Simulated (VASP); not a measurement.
# Sb (P6_3/mmc) in VASP: notebook, part 2 of 2

VASP 6.6.1. Earlier steps stand in the parts before.

## Step 4: Electric field gradients, r2SCAN (volume scaled by 0.975)

Contents of POSCAR:

```
Sb
1.0
    3.3263417377      0.0000000000      0.0000000000
   -1.6631708689      2.8806964465      0.0000000000
    0.0000000000      0.0000000000      5.4241907401
Sb
2
Direct
    0.3333333333      0.6666666667      0.2500000000
    0.6666666667      0.3333333333      0.7500000000
```

Contents of INCAR.step1:

```
  PREC = Accurate
  ENCUT = 520
  ISMEAR = -1
  SIGMA = 0.05
  LREAL = F
  LASPH = T
  NELM = 80
  NBANDS = 12
  GGA = PE
  ALGO = Normal
  EDIFF = 1E-4
  LWAVE = T
  LCHARG = F
```

Contents of INCAR.step2:

```
  PREC = Accurate
  ENCUT = 520
  EDIFF = 1E-8
  ISMEAR = -1
  SIGMA = 0.05
  LREAL = F
  LASPH = T
  NELM = 80
  ALGO = Normal
  ISIF = 2
  LWAVE = F
  LCHARG = F
  METAGGA = R2SCAN
  LMIXTAU = T
  LEFG = T
  NBANDS = 12
  ISTART = 1
```

Contents of KPOINTS:

```
Automatic mesh
0
Gamma
  13 13 7
```

Potentials or basis: VASP PAW PBE potentials, release 64 (Sb).

Launch:

```console
$ cat potpaw_PBE.64/Sb/POTCAR > POTCAR
$ cp INCAR.step1 INCAR
$ mpirun -np 1 vasp_std > vasp.out
$ cp INCAR.step2 INCAR
$ mpirun -np 1 vasp_std > vasp.out
```

OUTCAR:

```text
PREC = Accurate
   ENCUT = 520
   EDIFF = 1E-8
   ISMEAR = -1
   LREAL = F
   LASPH = T
   NELM = 80
   ISIF = 2
   METAGGA = R2SCAN
   ISTART = 1

 ion  position               nearest neighbor table
   1  0.333  0.667  0.250-   2 3.32   2 3.32   2 3.32   2 3.32   2 3.32   2 3.32
   2  0.667  0.333  0.750-   1 3.32   1 3.32   1 3.32   1 3.32   1 3.32   1 3.32

  LATTYP: Found a hexagonal cell.
 ALAT       =     3.3263417377
 C/A-ratio  =     1.6306775334

  Lattice vectors:

 A1 = (   3.3263417377,   0.0000000000,   0.0000000000)
 A2 = (  -1.6631708689,   2.8806964465,   0.0000000000)
 A3 = (   0.0000000000,   0.0000000000,   5.4241907401)

Analysis of symmetry for initial positions (statically):
=====================================================================
 Subroutine PRICEL returns:
 Original cell was already a primitive cell.

 Routine SETGRP: Setting up the symmetry group for a
 hexagonal supercell.

 Subroutine GETGRP returns: Found 24 space group operations
 (whereof 12 operations were pure point group operations)
 out of a pool of 24 trial point group operations.

The static configuration has the point symmetry D_3d.
 The point group associated with its full space group is D_6h.

Analysis of symmetry for dynamics (positions and initial velocities):
=====================================================================
 Subroutine PRICEL returns:
 Original cell was already a primitive cell.

 Routine SETGRP: Setting up the symmetry group for a
 hexagonal supercell.

 Subroutine GETGRP returns: Found 24 space group operations
 (whereof 12 operations were pure point group operations)
 out of a pool of 24 trial point group operations.

The dynamic configuration has the point symmetry D_3d.
 The point group associated with its full space group is D_6h.

 Subroutine INISYM returns: Found 24 space group operations
 (whereof 12 operations are pure point group operations),
 and found     1 'primitive' translations

----------------------------------------------------------------------------------------

                                     Primitive cell

  volume of cell :      51.9756

  direct lattice vectors                    reciprocal lattice vectors
     3.326341738  0.000000000  0.000000000     0.300630566  0.173569138  0.000000000
    -1.663170869  2.880696447  0.000000000     0.000000000  0.347138277  0.000000000
     0.000000000  0.000000000  5.424190740     0.000000000  0.000000000  0.184359299

  length of vectors
     3.326341738  3.326341738  5.424190740     0.347138277  0.347138277  0.184359299

  position of ions in fractional coordinates (direct lattice)
     0.333333333  0.666666667  0.250000000
     0.666666667  0.333333333  0.750000000

  ion indices of the primitive-cell ions
   primitive index   ion index
                 1           1
                 2           2

----------------------------------------------------------------------------------------

[... 80 lines left out ...]
   NELECT =      10.0000    total number of electrons
   NUPDOWN=      -1.0000    fix difference up-down
   EMIN   =  10.00;   EMAX   =-10.00  energy-range for DOS
   EFERMI =   0.00;   METHOD = LEGACY
   ISMEAR =    -1;   SIGMA  =   0.05  broadening in eV -4-tet -1-fermi 0-gaus
   EFERMI_NEDOS =   21; number of points for ismear=-14 and -15
   IALGO  =     38    algorithm
   IMIX   =      4    mixing-type and parameters
     AMIX     =   0.40;   BMIX     =  1.00
     AMIX_MAG =   1.60;   BMIX_MAG =  1.00
  volume/ion in A,a.u.               =      25.99       175.37
  Fermi-wavevector in a.u.,A,eV,Ry     =   0.945094  1.785969 12.152763  0.893203
  Thomas-Fermi vector in A             =   2.072962
   LORBIT       =      0    0 simple, 1 ext, 2 COOP (PROOUT), +10 PAW based schemes
   METAGGA = R2SCAN    functional components
   LHFCALC =     F    Hartree Fock is set to
   AEXX    =    0.0000 exact exchange contribution
   IVDW    =     0    specifies the selected vdW correction
   LEPSILON=     F    determine dielectric tensor
   LRPA    =     F    only Hartree local field effects (RPA)
 non-spin polarized calculation
  energy-cutoff  :      520.00
  volume of cell :       51.98
 maximum number of plane-waves:      1416
 NGX is ok and might be reduce to    28
   NGX = 13   NGY = 13   NGZ = 21

 number of electron       9.9999999 magnetization

 Free energy of the ion-electron system (eV)
  ---------------------------------------------------
  ext. energy  EPLUGINS =         0.00000000
  ---------------------------------------------------
  free energy    TOTEN  =       -50.53376243 eV

  energy without entropy =      -50.52204088  energy(sigma->0) =      -50.52790165

 E-fermi :   8.9846     XC(G=0): -10.9966

 val. band max:        8.9845293388   @ k =   0.2308   0.2308   0.0000
 cond. band min:       9.0003488219   @ k =   0.4615   0.0000   0.0000
 fundamental gap:      0.0158194830
 Fermi energy:         8.9846230525

 k-point     1 :       0.0000    0.0000    0.0000
  band No.  band energies     occupation
      1      -4.9368      2.00000
      2      -0.6848      2.00000
      3       2.5478      2.00000
      4      12.8529      0.00000
      5      12.8529      0.00000
      6      14.6871      0.00000
      7      14.6871      0.00000
      8      14.9781      0.00000
      9      17.3776      0.00000
     10      18.4677      0.00000
     11      19.5356      0.00000
     12      19.5356      0.00000
[... 331 lines left out ...]
 k-point    24 :       0.1538    0.0000    0.1429
  band No.  band energies     occupation
      1      -4.3704      2.00000
      2      -0.8287      2.00000
      3       3.7803      2.00000
      4       9.7001      0.00000
      5      11.6606      0.00000
      6      12.3277      0.00000
      7      13.7018      0.00000
      8      14.4059      0.00000
      9      16.3830      0.00000
     10      18.3969      0.00000
     11      18.8758      0.00000
     12      19.9007      0.00000

 [... further k-points ...]
[... 5 lines left out ...]
  --------------------------------------------------------------------------------------
  -------------------------------------------------------------------------------------
  Total        1.0110169      1.0110169      0.4411422     -0.0000000      0.0000000      0.0000000
  in kB       31.1651836     31.1651836     13.5984639     -0.0000000      0.0000000      0.0000000
  external PRESSURE =      25.3096104 kB  Pullay stress =       0.0000000 kB

 VOLUME and BASIS-vectors are now :
 -----------------------------------------------------------------------------
  energy-cutoff  :      520.00
  volume of cell :       51.98
      direct lattice vectors                 reciprocal lattice vectors
     3.326341738  0.000000000  0.000000000     0.300630566  0.173569138  0.000000000
    -1.663170869  2.880696447  0.000000000     0.000000000  0.347138277  0.000000000
     0.000000000  0.000000000  5.424190740     0.000000000  0.000000000  0.184359299

 POSITION                                       TOTAL-FORCE (eV/Angst)
 -----------------------------------------------------------------------------------
     -0.00000      1.92046      1.35605        -0.000000      0.000000      0.000000
      1.66317      0.96023      4.06814         0.000000     -0.000000      0.000000
 -----------------------------------------------------------------------------------
    total drift:                               -0.000000      0.000000      0.000000

  FREE ENERGIE OF THE ION-ELECTRON SYSTEM (eV)
  ---------------------------------------------------
  free  energy   TOTEN  =       -50.5337624302 eV

  energy  without entropy=      -50.5220408797  energy(sigma->0) =      -50.52790165

 Electric field gradients (V/A^2)
---------------------------------------------------------------------
 ion       V_xx      V_yy      V_zz      V_xy      V_xz      V_yz
---------------------------------------------------------------------
   1     -12.673   -12.673    25.346    -0.000     0.000    -0.000
   2     -12.673   -12.673    25.346    -0.000    -0.000     0.000
---------------------------------------------------------------------

 Electric field gradients after diagonalization (V/A^2)
 (convention: |V_zz| > |V_xx| > |V_yy|)
----------------------------------------------------------------------
 ion       V_xx      V_yy      V_zz     asymmetry (V_yy - V_xx)/ V_zz
----------------------------------------------------------------------
   1     -12.673   -12.673    25.346       0.000
   2     -12.673   -12.673    25.346       0.000
----------------------------------------------------------------------

           NMR quadrupolar parameters

 Cq : quadrupolar parameter    Cq=e*Q*V_zz/h
 eta: asymmetry parameters     (V_yy - V_xx)/ V_zz
 Q  : nuclear electric quadrupole moment in mb (millibarn)
----------------------------------------------------------------------
 ion       Cq(MHz)       eta       Q (mb)
----------------------------------------------------------------------
   1       0.061       0.000       1.000
   2       0.061       0.000       1.000
----------------------------------------------------------------------
```

OUTCAR.step1:

```text
PREC = Accurate
   ENCUT = 520
   ISMEAR = -1
   LREAL = F
   LASPH = T
   NELM = 80
[... 584 lines left out ...]
 -----------------------------------------------------------------------------------
     -0.00000      1.92046      1.35605         0.000000     -0.000000      0.000000
      1.66317      0.96023      4.06814        -0.000000      0.000000      0.000000
 -----------------------------------------------------------------------------------
    total drift:                               -0.000000      0.000000      0.000000

  FREE ENERGIE OF THE ION-ELECTRON SYSTEM (eV)
  ---------------------------------------------------
  free  energy   TOTEN  =        -7.6879374178 eV

  energy  without entropy=       -7.6747245929  energy(sigma->0) =       -7.68133101
```

OSZICAR.step1:

```text
N       E                     dE             d eps       ncg     rms          rms(c)
DAV:   1     0.343939214159E+02    0.34394E+02   -0.36787E+03  2016   0.671E+02
DAV:   2    -0.596030293625E+01   -0.40354E+02   -0.38954E+02  2628   0.107E+02
DAV:   3    -0.768305721549E+01   -0.17228E+01   -0.17070E+01  2532   0.251E+01
DAV:   4    -0.769658944937E+01   -0.13532E-01   -0.13529E-01  2272   0.266E+00
DAV:   5    -0.769672738603E+01   -0.13794E-03   -0.13794E-03  2428   0.301E-01    0.258E+00
DAV:   6    -0.769097524542E+01    0.57521E-02   -0.30920E-03  2236   0.294E-01    0.147E+00
DAV:   7    -0.768790864726E+01    0.30666E-02   -0.62449E-03  2200   0.419E-01    0.470E-02
DAV:   8    -0.768793741776E+01   -0.28770E-04   -0.11112E-04  1784   0.767E-02
   1 F= -.76879374E+01 E0= -.76813310E+01  d E =-.132128E-01
```

Wall time 93 s (1 thread of Intel Xeon 6975P-C (Granite Rapids), shared host); peak memory 0.2 GiB.

Results:

```
Free energy            : -50.5338 eV
Pressure               : 2.5 GPa
Band gap on the k mesh : zero (band 5 reaches 13.55 eV, above the bottom of band 6 at 5.98 eV)
```

Electric field gradients, principal values (V/Å²):
```tsv
atom	least	middle	greatest (by size)
1 Sb	-12.673	-12.673	25.346
2 Sb	-12.673	-12.673	25.346
```

Caveat: the cell differs from its parent crystal (volume scaled by 0.975); without QUAD_EFG the Cq values of the log hold for a quadrupole moment of 1 mb, not for the nuclei; the PAW data sets were made with another functional, which shifts forces and pressure a little; spin-orbit coupling is left out, which moves the levels of the heavy elements.

## Step 5: Electric field gradients, r2SCAN

This run uses another cell than the first one, of 26.65 Å³/atom, 1.053 times its volume.

Contents of POSCAR:

```
Sb
1.0
    3.3545324186      0.0000000000      0.0000000000
   -1.6772662093      2.9051102923      0.0000000000
    0.0000000000      0.0000000000      5.4701606500
Sb
2
Direct
    0.3333333333      0.6666666667      0.2500000000
    0.6666666667      0.3333333333      0.7500000000
```

Contents of INCAR.step1:

```
PREC = Accurate ; ENCUT = 520
ISMEAR = -1 ; SIGMA = 0.05
LREAL = F ; LASPH = T
NELM = 100 ; NBANDS = 12
GGA = PE ; ALGO = Normal
EDIFF = 1E-4 ; LWAVE = T
LCHARG = F
```

Contents of INCAR.step2:

```
PREC = Accurate ; ENCUT = 520
EDIFF = 1E-8 ; ISMEAR = -1
SIGMA = 0.05 ; LREAL = F
LASPH = T ; NELM = 100
ALGO = Normal ; ISIF = 2
LWAVE = F ; LCHARG = F
METAGGA = R2SCAN ; LMIXTAU = T
LEFG = T ; NBANDS = 12
ISTART = 1
```

KPOINTS is that of step 4.

Potentials or basis: VASP PAW PBE potentials, release 64 (Sb).

Launch:

```console
$ cat potpaw_PBE.64/Sb/POTCAR > POTCAR
$ cp INCAR.step1 INCAR
$ mpirun -np 1 vasp_std > vasp.out
$ cp INCAR.step2 INCAR
$ mpirun -np 1 vasp_std > vasp.out
```

OUTCAR:

```text
PREC = Accurate
   ENCUT = 520
   EDIFF = 1E-8
   ISMEAR = -1
   LREAL = F
   LASPH = T
   NELM = 100
   ISIF = 2
   METAGGA = R2SCAN
   ISTART = 1

 ion  position               nearest neighbor table
   1  0.333  0.667  0.250-   2 3.35   2 3.35   2 3.35   2 3.35   2 3.35   2 3.35
   2  0.667  0.333  0.750-   1 3.35   1 3.35   1 3.35   1 3.35   1 3.35   1 3.35

  LATTYP: Found a hexagonal cell.
 ALAT       =     3.3545324186
 C/A-ratio  =     1.6306775334

  Lattice vectors:

 A1 = (   3.3545324186,   0.0000000000,   0.0000000000)
[... 576 lines left out ...]
  free  energy   TOTEN  =       -50.5474345653 eV

  energy  without entropy=      -50.5348542061  energy(sigma->0) =      -50.54114439

 Electric field gradients (V/A^2)
---------------------------------------------------------------------
 ion       V_xx      V_yy      V_zz      V_xy      V_xz      V_yz
---------------------------------------------------------------------
   1     -14.214   -14.214    28.428    -0.000     0.000    -0.000
   2     -14.214   -14.214    28.428    -0.000     0.000     0.000
---------------------------------------------------------------------

 Electric field gradients after diagonalization (V/A^2)
 (convention: |V_zz| > |V_xx| > |V_yy|)
----------------------------------------------------------------------
 ion       V_xx      V_yy      V_zz     asymmetry (V_yy - V_xx)/ V_zz
----------------------------------------------------------------------
   1     -14.214   -14.214    28.428       0.000
   2     -14.214   -14.214    28.428       0.000
----------------------------------------------------------------------

           NMR quadrupolar parameters

 Cq : quadrupolar parameter    Cq=e*Q*V_zz/h
 eta: asymmetry parameters     (V_yy - V_xx)/ V_zz
 Q  : nuclear electric quadrupole moment in mb (millibarn)
----------------------------------------------------------------------
 ion       Cq(MHz)       eta       Q (mb)
----------------------------------------------------------------------
   1       0.069       0.000       1.000
   2       0.069       0.000       1.000
----------------------------------------------------------------------
```

OUTCAR.step1:

```text
PREC = Accurate
   ENCUT = 520
   ISMEAR = -1
   LREAL = F
   LASPH = T
   NELM = 100
[... 582 lines left out ...]
 -----------------------------------------------------------------------------------
     -0.00000      1.93674      1.36754        -0.000000     -0.000000      0.000000
      1.67727      0.96837      4.10262         0.000000      0.000000      0.000000
 -----------------------------------------------------------------------------------
    total drift:                                0.000000     -0.000000      0.000000

  FREE ENERGIE OF THE ION-ELECTRON SYSTEM (eV)
  ---------------------------------------------------
  free  energy   TOTEN  =        -7.7081627742 eV

  energy  without entropy=       -7.6943364202  energy(sigma->0) =       -7.70124960
```

OSZICAR.step1:

```text
N       E                     dE             d eps       ncg     rms          rms(c)
DAV:   1     0.343295688230E+02    0.34330E+02   -0.35814E+03  2016   0.665E+02
DAV:   2    -0.599350285167E+01   -0.40323E+02   -0.39065E+02  2632   0.107E+02
DAV:   3    -0.770443716310E+01   -0.17109E+01   -0.16935E+01  2568   0.248E+01
DAV:   4    -0.771679151765E+01   -0.12354E-01   -0.12352E-01  2288   0.258E+00
DAV:   5    -0.771692339276E+01   -0.13188E-03   -0.13188E-03  2432   0.291E-01    0.245E+00
DAV:   6    -0.771112186012E+01    0.58015E-02   -0.34637E-03  2264   0.308E-01    0.140E+00
DAV:   7    -0.770812674546E+01    0.29951E-02   -0.68634E-03  2148   0.436E-01    0.495E-02
DAV:   8    -0.770816277416E+01   -0.36029E-04   -0.12417E-04  1944   0.804E-02
   1 F= -.77081628E+01 E0= -.77012496E+01  d E =-.138264E-01
```

It took 86 s on 1 thread of Intel Xeon 6975P-C (Granite Rapids), shared host; peak memory 0.21 GiB.

What came out:

- Free energy: -50.5474 eV
- Pressure: 0.8 GPa
- Band gap on the k mesh: zero (band 5 reaches 13.06 eV, above the bottom of band 6 at 5.73 eV)

Stress tensor (GPa, compression positive):
```
 1.36  0.00  0.00
 0.00  1.36  0.00
 0.00  0.00 -0.33
```

Electric field gradients, principal values (V/Å²):
```csv
atom,least,middle,greatest (by size)
1 Sb,-14.214,-14.214,28.428
2 Sb,-14.214,-14.214,28.428
```

Caveat: without QUAD_EFG the Cq values of the log hold for a quadrupole moment of 1 mb, not for the nuclei; the PAW data sets were made with another functional, which shifts forces and pressure a little; spin-orbit coupling is left out, which moves the levels of the heavy elements.

## Step 6: Overview

| cell | gap on the mesh (eV) | pressure (GPa) |
| --- | --- | --- |
| a = 3.298, b = 3.298, c = 5.377 Å, angles 90.0, 90.0, 120.0°, 2 atoms | none | 4.5 |
| a = 3.326, b = 3.326, c = 5.424 Å, angles 90.0, 90.0, 120.0°, 2 atoms | none | 2.5 |
| a = 3.355, b = 3.355, c = 5.470 Å, angles 90.0, 90.0, 120.0°, 2 atoms | none | 0.8 |

Alike in all rows: task electric field gradients; level r2SCAN; potentials or basis VASP PAW PBE potentials, release 64 (Sb); no spin polarisation; k mesh 13 × 13 × 7; cutoff (eV) 520; smearing fermi-dirac 0.05 eV.

Caveats: the PAW data sets were made with another functional, which shifts forces and pressure a little; spin-orbit coupling is left out, which moves the levels of the heavy elements.

Absolute energies hang on the potentials; compare differences alone.
